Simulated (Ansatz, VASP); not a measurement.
## Two plane-wave programs on TiTe2

Contents of INCAR:

```
SYSTEM = TiTe2
  ALGO = Normal
  EDIFF = 1E-6
  ENCUT = 520
  GGA = PE
  ISIF = 2
  ISMEAR = 0
  LASPH = .True.
  LCHARG = .False.
  LREAL = .False.
  LWAVE = .False.
  NBANDS = 19
  NELM = 60
  PREC = Accurate
  SIGMA = 0.15
```

Contents of KPOINTS:

```
k-points
0
Gamma
  12 12 8
  0 0 0
```

POSCAR

```
TiTe2
1.0
    3.7770008876      0.0000000000      0.0000000000
   -1.8885004438      3.2709787188      0.0000000000
    0.0000000000      0.0000000000      6.4980000000
Ti Te
1 2
Direct
   -0.0030087183     -0.0060174365      0.0023720735
    0.6666666667      0.3333333333      0.2628000000
    0.3333333333      0.6666666667      0.7372000000
```

Input for Ansatz:

```yaml
crystal:
  lattice:
    - [3.7770008876, 0.0, 0.0]
    - [-1.8885004438, 3.2709787188, 0.0]
    - [0.0, 0.0, 6.498]
  atoms:
    - { symbol: Ti, position: [-0.0030087183, -0.0060174365, 0.0023720735] }
    - { symbol: Te, position: [0.6666666667, 0.3333333333, 0.2628] }
    - { symbol: Te, position: [0.3333333333, 0.6666666667, 0.7372] }
basis:
  ecutwfc: 420
kpoints:
  mp_grid: { grid: [12, 12, 8] }
hamiltonian:
  xc: pbe
scf:
  occupations: { method: gaussian, width: 0.15 }
output:
  forces: true
  stress: true
  eigenvalues: true
```

Change from the starting cell: all Ti atoms moved +0.025 Å, as atom 1 towards its neighbour atom 2 (Te) at 2.770 Å.

Alike in both runs: task single point; functional PBE; k mesh 12 × 12 × 8; occupations gaussian, width 0.15 eV; no spin polarisation.

|  | VASP | Ansatz |
| --- | --- | --- |
| version | VASP 6.6.1 | Ansatz 0.2.0 |
| potentials or method | VASP PAW PBE potentials, release 64 (Ti_sv, Te), cutoff 520 eV | scalar-relativistic, plane waves, PAW |
| valence electrons in the cell | 24 | 44 |

|  | VASP | Ansatz | Ansatz less VASP |
| --- | --- | --- | --- |
| gap on the k mesh at the Fermi level (eV) | none | none | - |
| pressure (GPa) | 0.9 | 0.9 | +0.02 |
| traceless stress, the component that is largest in VASP (GPa) | 0.65 | 0.64 | -0.004 |
| rms of the force components (eV/Å) | 0.077 | 0.075 | -0.0012 |

Atom by atom the forces differ by 0.005 eV/Å (rms over components). A gap of «none» marks a metal or a gap that the smearing closes. VASP's potentials hold 24 valence electrons a cell and Ansatz's 44, so a difference there can come from the potentials and not from the codes.

Spin-orbit coupling is off throughout.
